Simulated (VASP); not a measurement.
# Be2Cd (P6/mmm) in VASP: notebook

The runs below take Be2Cd through relaxation of cell and atoms, single point, with PBE.

Everything below comes from runs of VASP 6.6.1. Logs are shortened: lines on timing, memory, paths and dates and some standing lists are left out, and cuts for length are marked.

## Step 1: The cell of the first run

It takes space group P6/mmm (No. 191, hexagonal). The conventional cell has a = 3.395 Å, b = 3.395 Å, c = 3.666 Å, α = 90.00°, β = 90.00°, γ = 120.00°. Within 2.7 Å of Be (site symmetry -6m2) lie 3 Be at 1.96 Å and 6 Cd at 2.68 Å. Cd (site symmetry 6/mmm) has 12 Be at 2.68 Å and 6 Cd at 3.40 Å within 3.5 Å.

## Step 2: Relaxation of cell and atoms, PBE

INCAR

```
ALGO = Normal
EDIFF = 1E-6
EDIFFG = -0.04
ENCUT = 600
GGA = PE
IBRION = 2
ISIF = 3
ISMEAR = 0
LASPH = True
LCHARG = False
LREAL = False
LWAVE = False
NELM = 60
NSW = 90
PREC = Accurate
SIGMA = 0.1
```

KPOINTS

```
k-points
0
Gamma
  6 6 6
```

POSCAR

```
Be2Cd
1.0
    3.3950345151      0.0000000000      0.0000000000
   -1.6975172575      2.9401861368      0.0000000000
    0.0000000000      0.0000000000      3.6657349416
Be Cd
2 1
Direct
    0.3333333333      0.6666666667      0.5000000000
    0.6666666667      0.3333333333      0.5000000000
    0.0000000000      0.0000000000      0.0000000000
```

Potentials or basis: VASP PAW PBE potentials, release 64 (Be, Cd).

Run with:

```
cat potpaw_PBE.64/Be/POTCAR potpaw_PBE.64/Cd/POTCAR > POTCAR
mpirun -np 1 vasp_std > vasp.out
```

OUTCAR:

```text
EDIFF = 1E-6
   EDIFFG = -0.04
   ENCUT = 600
   GGA = PE
   IBRION = 2
   ISIF = 3
   ISMEAR = 0
   LASPH = True
   LREAL = False
   NELM = 60
   NSW = 90
   PREC = Accurate

 ion  position               nearest neighbor table
   1  0.333  0.667  0.500-   2 1.96   2 1.96   2 1.96   3 2.68   3 2.68   3 2.68   3 2.68   3 2.68
                             3 2.68
   2  0.667  0.333  0.500-   1 1.96   1 1.96   1 1.96   3 2.68   3 2.68   3 2.68   3 2.68   3 2.68
                             3 2.68
   3  0.000  0.000  0.000-   1 2.68   2 2.68   1 2.68   2 2.68   1 2.68   1 2.68   2 2.68   2 2.68
                             2 2.68   2 2.68   1 2.68   1 2.68

  LATTYP: Found a hexagonal cell.
 ALAT       =     3.3950345151
 C/A-ratio  =     1.0797342193

  Lattice vectors:

 A1 = (   3.3950345151,   0.0000000000,   0.0000000000)
 A2 = (  -1.6975172575,   2.9401861368,   0.0000000000)
 A3 = (   0.0000000000,   0.0000000000,   3.6657349416)

Analysis of symmetry for initial positions (statically):
=====================================================================
 Subroutine PRICEL returns:
 Original cell was already a primitive cell.

 Routine SETGRP: Setting up the symmetry group for a
 hexagonal supercell.

 Subroutine GETGRP returns: Found 24 space group operations
 (whereof 24 operations were pure point group operations)
 out of a pool of 24 trial point group operations.

The static configuration has the point symmetry D_6h.

Analysis of symmetry for dynamics (positions and initial velocities):
=====================================================================
 Subroutine PRICEL returns:
 Original cell was already a primitive cell.

 Routine SETGRP: Setting up the symmetry group for a
 hexagonal supercell.

 Subroutine GETGRP returns: Found 24 space group operations
 (whereof 24 operations were pure point group operations)
 out of a pool of 24 trial point group operations.

The dynamic configuration has the point symmetry D_6h.

 Subroutine INISYM returns: Found 24 space group operations
 (whereof 24 operations are pure point group operations),
 and found     1 'primitive' translations

----------------------------------------------------------------------------------------

                                     Primitive cell

  volume of cell :      36.5915

  direct lattice vectors                    reciprocal lattice vectors
     3.395034515  0.000000000  0.000000000     0.294547816  0.170057261  0.000000000
    -1.697517257  2.940186137  0.000000000     0.000000000  0.340114521  0.000000000
     0.000000000  0.000000000  3.665734942     0.000000000  0.000000000  0.272796592

  length of vectors
     3.395034515  3.395034515  3.665734942     0.340114521  0.340114521  0.272796592

  position of ions in fractional coordinates (direct lattice)
     0.333333333  0.666666667  0.500000000
     0.666666667  0.333333333  0.500000000
     0.000000000  0.000000000  0.000000000

  ion indices of the primitive-cell ions
   primitive index   ion index
                 1           1
                 2           2
                 3           3

----------------------------------------------------------------------------------------

 KPOINTS: k-points

Automatic generation of k-mesh.
 Grid dimensions read from file:
 generate k-points for:    6    6    6

 Generating k-lattice:

  Cartesian coordinates                     Fractional coordinates (reciprocal lattice)
     0.049091303  0.028342877  0.000000000     0.166666667  0.000000000  0.000000000
     0.000000000  0.056685754  0.000000000     0.000000000  0.166666667  0.000000000
     0.000000000  0.000000000  0.045466099     0.000000000  0.000000000  0.166666667

  Length of vectors
     0.056685754  0.056685754  0.045466099

  Shift w.r.t. Gamma in fractional coordinates (k-lattice)
     0.000000000  0.000000000  0.000000000

 Subroutine IBZKPT returns following result:
 ===========================================

 Found     28 irreducible k-points:

 Following reciprocal coordinates:
            Coordinates               Weight
  0.000000  0.000000  0.000000      1.000000
  0.166667  0.000000  0.000000      6.000000
  0.333333  0.000000  0.000000      6.000000
  0.500000 -0.000000  0.000000      3.000000
  0.166667  0.166667  0.000000      6.000000
  0.333333  0.166667  0.000000     12.000000
[... 16 lines left out ...]
  0.166667  0.000000  0.500000      6.000000
  0.333333  0.000000  0.500000      6.000000
 [... further k-points ...]
   k-points           NKPTS =     28   k-points in BZ     NKDIM =     28   number of bands    NBANDS=     12
   number of dos      NEDOS =    301   number of ions     NIONS =      3
   total plane-waves  NPLWV =  23520
   dimension x,y,z NGX =    28 NGY =   28 NGZ =   30
   dimension x,y,z NGXF=    56 NGYF=   56 NGZF=   60
   ions per type =               2   1
   NGX,Y,Z   is equivalent  to a cutoff of  13.71, 13.71, 13.61 a.u.
   NGXF,Y,Z  is equivalent  to a cutoff of  27.42, 27.42, 27.21 a.u.
 SYSTEM =  unknown system
   PREC   = accura    normal or accurate (medium, high low for compatibility)
   ISTART =      0    job   : 0-new  1-cont  2-samecut
   ICHARG =      2    charge: 1-file 2-atom 10-const
   ISPIN  =      1    spin polarized calculation?
   LNONCOLLINEAR =      F non collinear calculations
   LSORBIT =      F    spin-orbit coupling
   LASPH  =      T    aspherical Exc in radial PAW
   ENCUT  =  600.0 eV  44.10 Ry    6.64 a.u.   6.78  6.78  7.32*2*pi/ulx,y,z
   NELM   =     60;   NELMIN=  2; NELMDL= -5     # of ELM steps
   EDIFF  = 0.1E-05   stopping-criterion for ELM
   LREAL  =      F    real-space projection
   EDIFFG = -.4E-01   stopping-criterion for IOM
   NSW    =     90    number of steps for IOM
   IBRION =      2    ionic relax: 0-MD 1-quasi-New 2-CG
   NFREE  =      1    steps in history (QN), initial steepest desc. (CG)
   ISIF   =      3    stress and relaxation
   ISYM   =      2    0-nonsym 1-usesym 2-fastsym
   POTIM  = 0.5000    time-step for ionic-motion
   TEBEG  =    0.0;   TEEND  =   0.0 temperature during run
   PSTRESS=    0.0 pullay stress
   NELECT =      16.0000    total number of electrons
   NUPDOWN=      -1.0000    fix difference up-down
   EMIN   =  10.00;   EMAX   =-10.00  energy-range for DOS
   EFERMI =   0.00;   METHOD = LEGACY
   ISMEAR =     0;   SIGMA  =   0.10  broadening in eV -4-tet -1-fermi 0-gaus
   EFERMI_NEDOS =   21; number of points for ismear=-14 and -15
   IALGO  =     38    algorithm
   IMIX   =      4    mixing-type and parameters
     AMIX     =   0.40;   BMIX     =  1.00
     AMIX_MAG =   1.60;   BMIX_MAG =  1.00
  volume/ion in A,a.u.               =      12.20        82.31
  Fermi-wavevector in a.u.,A,eV,Ry     =   1.242572  2.348120 21.007184  1.543984
  Thomas-Fermi vector in A             =   2.376920
   LORBIT       =      0    0 simple, 1 ext, 2 COOP (PROOUT), +10 PAW based schemes
   GGA     = PE    functional components
   LHFCALC =     F    Hartree Fock is set to
   AEXX    =    0.0000 exact exchange contribution
   IVDW    =     0    specifies the selected vdW correction
   LEPSILON=     F    determine dielectric tensor
   LRPA    =     F    only Hartree local field effects (RPA)
 conjugate gradient relaxation of ions
 non-spin polarized calculation
 Gauss-broadening in eV      SIGMA  =   0.10
  energy-cutoff  :      600.00
  volume of cell :       36.59
 maximum number of plane-waves:      1239
 NGX is ok and might be reduce to    28
   NGX = 13   NGY = 13   NGZ = 15

--------------------------------------- Ionic step        1  -------------------------------------------

 number of electron      16.0000002 magnetization

 Free energy of the ion-electron system (eV)
  ---------------------------------------------------
  ext. energy  EPLUGINS =         0.00000000
  ---------------------------------------------------
  free energy    TOTEN  =        -5.79413930 eV

  energy without entropy =       -5.78649287  energy(sigma->0) =       -5.79031608

------------------------ aborting loop because EDIFF is reached ----------------------------------------

  FORCE on cell =-STRESS in cart. coord.  units (eV):
  Direction    XX          YY          ZZ          XY          YZ          ZX
  --------------------------------------------------------------------------------------
  -------------------------------------------------------------------------------------
  Total        5.1215363      5.1215363      1.2444017      0.0000000      0.0000000      0.0000000
  in kB      224.2491261    224.2491261     54.4867726      0.0000000      0.0000000      0.0000000
  external PRESSURE =     167.6616749 kB  Pullay stress =       0.0000000 kB
[... 92 lines left out ...]
  FREE ENERGIE OF THE ION-ELECTRON SYSTEM (eV)
  ---------------------------------------------------
  free  energy   TOTEN  =        -6.2194973801 eV

  energy  without entropy=       -6.2091138689  energy(sigma->0) =       -6.21430562

[... ionic steps 4 to 11 ...]

--------------------------------------- Ionic step       12  -------------------------------------------

 number of electron      16.0000009 magnetization

 E-fermi :   4.3936     XC(G=0): -10.6530

 val. band max:        4.1664771901   @ k =   0.5000  -0.0000   0.3333
 cond. band min:       4.4636639629   @ k =   0.3333   0.0000   0.3333
 fundamental gap:      0.2971867728
 Fermi energy:         4.3936266992

 k-point     1 :       0.0000    0.0000    0.0000
  band No.  band energies     occupation
      1      -5.6765      2.00000
      2      -5.2740      2.00000
      3      -4.9679      2.00000
      4      -4.9679      2.00000
      5      -4.4006      2.00000
      6      -4.4006      2.00000
      7       5.2728      0.00000
      8       5.2728      0.00000
      9       5.8434      0.00000
     10       5.8434      0.00000
     11       8.6652      0.00000
     12      10.2408      0.00000
[... 416 lines left out ...]
  energy  without entropy=       -6.6812188670  energy(sigma->0) =       -6.68223254

--------------------------------------- Ionic step       14  -------------------------------------------

 number of electron      16.0000008 magnetization

 Free energy of the ion-electron system (eV)
  ---------------------------------------------------
  ext. energy  EPLUGINS =         0.00000000
  ---------------------------------------------------
  free energy    TOTEN  =        -6.68656534 eV

  energy without entropy =       -6.68452069  energy(sigma->0) =       -6.68554301

 E-fermi :   4.4851     XC(G=0): -10.7048

 val. band max:        4.2548321532   @ k =   0.5000  -0.0000   0.3333
 cond. band min:       4.5545464956   @ k =   0.3333   0.0000   0.3333
 fundamental gap:      0.2997143425
 Fermi energy:         4.4850755122

 k-point     1 :       0.0000    0.0000    0.0000
  band No.  band energies     occupation
      1      -5.6469      2.00000
      2      -5.2408      2.00000
      3      -4.9105      2.00000
      4      -4.9105      2.00000
      5      -4.3290      2.00000
      6      -4.3290      2.00000
      7       5.3816      0.00000
      8       5.3816      0.00000
      9       5.9521      0.00000
     10       5.9521      0.00000
     11       8.7473      0.00000
     12      10.4662      0.00000
[... 375 lines left out ...]
  FREE ENERGIE OF THE ION-ELECTRON SYSTEM (eV)
  ---------------------------------------------------
  free  energy   TOTEN  =        -6.6865653408 eV

  energy  without entropy=       -6.6845206866  energy(sigma->0) =       -6.68554301

 reached required accuracy - stopping structural energy minimisation
```

Wall time 2.7 min (1 thread of Intel Xeon Platinum 8375C at 2.90GHz (Ice Lake), shared host); peak memory 0.17 GiB.

What came out:

- Free energy: -6.6866 eV
- Relaxed volume: 13.26 Å³/atom
- Relaxed cell: a = 3.978 Å, b = 3.978 Å, c = 2.903 Å, α = 90.00°, β = 90.00°, γ = 120.00°
- Space group after relaxing (to 0.1 Å): P6/mmm (No. 191)
- Energy gained by relaxing: 297.5 meV/atom
- Ionic steps: 14
- Pressure after relaxing: 0.0 GPa
- Band gap on the k mesh: zero (bands 8 and 9 overlap by 2.92 eV)

Step by step:
```
step  energy change (eV)  largest force (eV/Å)  pressure (GPa)  volume (Å³)
   1              0.0000                0.0000           16.77        36.59
   2             -0.4254                0.0000           -0.11        43.72
   3             -0.4254                0.0000           -3.25        45.98
   4             -0.4317                0.0000           -1.88        44.89
   5             -0.4990                0.0000           -2.06        44.39
   6             -0.7384                0.0000           -1.84        42.58
   7             -0.5751                0.0000            5.86        37.43
   8             -0.8267                0.0000           -1.77        41.44
   9             -0.8214                0.0000            0.84        39.00
  10             -0.8876                0.0000           -1.40        40.49
  11             -0.8878                0.0000           -0.66        40.02
  12             -0.8907                0.0000           -1.07        40.28
  13             -0.8891                0.0000            1.56        39.12
  14             -0.8924                0.0000           -0.02        39.79
```

Final structure:
```
Be Cd
1.0
     3.97801    0.00000    0.00000
    -1.98901    3.44506    0.00000
     0.00000    0.00000    2.90309
Be Cd
2 1
Direct
  0.33333 0.66667 0.50000
  0.66667 0.33333 0.50000
  0.00000 0.00000 0.00000
```

Caveat: a cell axis changed by over 15 % at a fixed basis, so the end point is rough.

## Step 3: Single point, PBE

This run uses another cell than the first one, of 13.24 Å³/atom.

INCAR

```
SYSTEM = Be2Cd
  ALGO = Normal
  EDIFF = 1E-6
  ENCUT = 520
  GGA = PE
  ISIF = 2
  ISMEAR = 0
  LASPH = .TRUE.
  LCHARG = .FALSE.
  LREAL = .FALSE.
  LWAVE = .FALSE.
  NBANDS = 15
  NELM = 60
  PREC = Accurate
  SIGMA = 0.1
```

KPOINTS

```
k-points
0
G
  12 12 16
  0 0 0
```

POSCAR

```
Be2Cd
1.0
    3.9894229295      0.0000000000      0.0000000000
   -1.9947114648      3.4549416034      0.0000000000
    0.0000000000      0.0000000000      2.8807063632
Be Cd
2 1
Direct
    0.3333333333      0.6666666667      0.5000000000
    0.6666666667      0.3333333333      0.5000000000
    0.0000000000      0.0000000000      0.0000000000
```

Potentials or basis: VASP PAW PBE potentials, release 64 (Be, Cd).

Run with:

```
cat potpaw_PBE.64/Be/POTCAR potpaw_PBE.64/Cd/POTCAR > POTCAR
mpirun -np 1 vasp_std > vasp.out
```

It took 90 s on 1 thread of Intel Xeon Platinum 8375C at 2.90GHz (Ice Lake), shared host; peak memory 0.23 GiB.

It converged, with:

* Free energy: -6.6655 eV
* Pressure: 0.3 GPa
* Band gap on the k mesh: zero (bands 8 and 9 overlap by 2.88 eV)

Levels at points of the mesh, in eV from the Fermi level:
| k point | band 6 | band 7 | band 8 | band 9 | band 10 | band 11 |
| --- | --- | --- | --- | --- | --- | --- |
| (0.00, 0.00, 0.00) | -8.84 | 0.83 | 0.83 | 1.36 | 1.36 | 3.84 |
| (0.50, 0.00, 0.00) | -6.86 | -6.67 | -2.65 | 1.60 | 7.07 | 7.88 |
| (0.00, 0.00, 0.50) | -5.62 | -4.91 | 1.76 | 1.76 | 4.00 | 6.62 |
| (0.50, 0.00, 0.50) | -3.70 | -2.98 | -1.32 | -1.13 | 1.25 | 4.36 |

## Step 4: Relaxation of cell and atoms, PBE

This run uses another cell than the first one, of 13.20 Å³/atom.

INCAR

```
SYSTEM = Be2Cd
ALGO     = Fast           ! electronic algorithm
EDIFF    = 1E-6           ! SCF threshold, eV
EDIFFG   = -0.01          ! ionic threshold
ENCUT    = 600            ! plane-wave cutoff, eV
GGA      = PE             ! functional
IBRION   = 2              ! ionic algorithm
ISIF     = 3              ! what is computed and relaxed
ISMEAR   = 0              ! smearing method
LASPH    = .True.         ! aspherical terms in the spheres
LCHARG   = .False.        ! write CHGCAR
LREAL    = .False.        ! projectors in reciprocal space
LWAVE    = .False.        ! write WAVECAR
NELM     = 80             ! most SCF steps
NSW      = 100            ! ionic steps
PREC     = Accurate       ! precision mode
SIGMA    = 0.1            ! smearing width, eV
```

KPOINTS

```
k-points
0
Gamma
  12 12 16
  0 0 0
```

POSCAR

```
Be2Cd
1.0
    3.9741955423      0.0000000000      0.0000000000
   -1.9870977712      3.4417542992      0.0000000000
    0.0000000000      0.0000000000      2.8961987735
Be Cd
2 1
Direct
    0.3333333333      0.6666666667      0.5000000000
    0.6666666667      0.3333333333      0.5000000000
    0.0000000000      0.0000000000      0.0000000000
```

Run with:

```
cat potpaw_PBE.64/Be/POTCAR potpaw_PBE.64/Cd/POTCAR > POTCAR
mpirun -np 1 vasp_std > vasp.out
```

Run time: 3.9 min. Hardware: 1 thread of Intel Xeon Platinum 8375C at 2.90GHz (Ice Lake), shared host; peak memory 0.25 GiB.

Results (log left out):

- Free energy: -6.6654 eV
- Relaxed volume: 13.28 Å³/atom
- Relaxed cell: a = 3.991 Å, b = 3.991 Å, c = 2.888 Å, α = 90.00°, β = 90.00°, γ = 120.00°
- Space group after relaxing (to 0.1 Å): P6/mmm (No. 191)
- Energy gained by relaxing: 0.3 meV/atom
- Ionic steps: 7
- Pressure after relaxing: 0.0 GPa
- Band gap on the k mesh: zero (bands 8 and 9 overlap by 2.90 eV)

Step by step:
| step | energy change (eV) | largest force (eV/Å) | pressure (GPa) | volume (Å³) |
| --- | --- | --- | --- | --- |
| 1 | 0.0000 | 0.0000 | 0.57 | 39.61 |
| 2 | -0.0007 | 0.0000 | 0.05 | 39.89 |
| 3 | -0.0007 | 0.0000 | -0.19 | 39.95 |
| 4 | -0.0007 | 0.0000 | -0.15 | 39.92 |
| 5 | -0.0007 | 0.0000 | -0.11 | 39.90 |
| 6 | -0.0008 | 0.0000 | -0.04 | 39.88 |
| 7 | -0.0009 | 0.0000 | 0.02 | 39.83 |

Final structure:
```
Be Cd
1.0
     3.99114    0.00000    0.00000
    -1.99557    3.45643    0.00000
     0.00000    0.00000    2.88761
Be Cd
2 1
Direct
  0.33333 0.66667 0.50000
  0.66667 0.33333 0.50000
  0.00000 0.00000 0.00000
```

Levels at points of the mesh, in eV from the Fermi level:
```tsv
k point	band 6	band 7	band 8	band 9	band 10	band 11
(0.00, 0.00, 0.00)	-8.83	0.84	0.84	1.38	1.38	3.86
(0.50, 0.00, 0.00)	-6.84	-6.64	-2.63	1.61	7.03	7.84
(0.00, 0.00, 0.50)	-5.62	-4.91	1.76	1.76	4.01	6.61
(0.50, 0.00, 0.50)	-3.69	-2.96	-1.33	-1.14	1.25	4.35
```

## Step 5: The runs side by side

```tsv
task	cell	k mesh	cutoff (eV)	gap on the mesh (eV)	pressure (GPa)	relaxed volume (Å³/atom)
relaxation of cell and atoms	relaxed from a = 3.395, b = 3.395, c = 3.666 Å, angles 90.0, 90.0, 120.0°, 3 atoms	6 × 6 × 6	600	none	0.0	13.26
single point	a = 3.989, b = 3.989, c = 2.881 Å, angles 90.0, 90.0, 120.0°, 3 atoms	12 × 12 × 16	520	none	0.3	-
relaxation of cell and atoms	relaxed from a = 3.974, b = 3.974, c = 2.896 Å, angles 90.0, 90.0, 120.0°, 3 atoms	12 × 12 × 16	600	none	0.0	13.28
```

Alike in all rows: level PBE; potentials or basis VASP PAW PBE potentials, release 64 (Be, Cd); no spin polarisation; smearing gaussian 0.1 eV.

Caveats: a cell axis changed by over 15 % at a fixed basis, so the end point is rough (at least some runs).

Absolute energies hang on the potentials; compare differences alone.

The gap in the log of VASP goes by the Fermi energy; the results here count the filled bands.